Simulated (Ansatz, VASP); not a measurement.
LiMgBN2: VASP beside Ansatz

```xyz
5
Lattice="-1.7967 1.7967 4.2069 1.7967 -1.7967 4.2069 1.7967 1.7967 -4.2069" Properties=species:S:1:pos:R:3 pbc="T T T"
Li    1.7967    0.0000    2.1035
Mg    0.0000    1.7967    2.1035
B     0.0000    0.0000    4.2069
N     0.0000    0.0000    5.6368
N     0.0000    0.0000    2.7771
```

Alike in both runs: task single point; functional PBEsol; k mesh 8 × 8 × 8; occupations gaussian, width 0.05 eV; no spin polarisation.

|  | VASP | Ansatz |
| --- | --- | --- |
| version | VASP 6.6.1 | Ansatz 0.2.0 |
| potentials or method | VASP PAW PBE potentials, release 64 (Li_sv, Mg, B, N), cutoff 520 eV | scalar-relativistic, plane waves, PAW |
| valence electrons in the cell | 18 | 26 |

```csv
,VASP,Ansatz,Ansatz less VASP
gap on the k mesh at the Fermi level (eV),2.43,2.43,+0.004
least direct gap on the mesh (eV),3.88,3.88,+0.005
rms of the force components (eV/Å),2.145,2.141,-0.0045
```

VASP's potentials were made for PBE, not for PBEsol. Atom by atom the forces differ by 0.004 eV/Å (rms over components). VASP's potentials hold 18 valence electrons a cell and Ansatz's 26, so a difference there can come from the potentials and not from the codes.

Noted on VASP's run: the cutoff is under 1.25 times that of the potentials, so the pressure is a little rough.
